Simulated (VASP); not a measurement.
Runs of VASP 6.6.1 on ScCd. The structure is that of space group Pm-3m (No. 221), or close to it. The cells are those of the table. 

| task | cell | gap on the mesh (eV) | pressure (GPa) |
| --- | --- | --- | --- |
| single point | a = 3.055 Å, 2 atoms | none | (a) |
| relaxation of the atoms | atoms relaxed from a = 2.799 Å, 2 atoms | none | 194.7 |
| relaxation of the atoms | atoms relaxed from a = 3.340 Å, 2 atoms | none | 9.4 |
| relaxation of the atoms | atoms relaxed from a = 3.055 Å, 2 atoms | none | 65.6 |
| single point | a = 3.526 Å, 2 atoms | none | -5.1 |
| single point | a = 2.799 Å, 2 atoms | none | 194.7 |
| single point | a = 3.340 Å, 2 atoms | none | 9.4 |
| relaxation of the atoms | atoms relaxed from a = 3.526 Å, 2 atoms | none | -5.2 |

Alike in all rows: level LDA; potentials or basis VASP PAW LDA potentials, release 64 (Sc_sv, Cd); no spin polarisation; k mesh 10 × 10 × 10; cutoff (eV) 520; smearing fermi-dirac 0.05 eV.

**Question.** Fill in the values left out.

**Answer.** (a) 65.7.

Caveats: the relaxation stopped at its first step, so nothing moved (at least some runs); the cell stands under pressure (at least some runs); the cell stands under tension (at least some runs).

A k mesh can miss the band edges, and the runs leave out spin-orbit coupling on Cd.

A gap of «none» marks levels without a gap at the run's occupations.
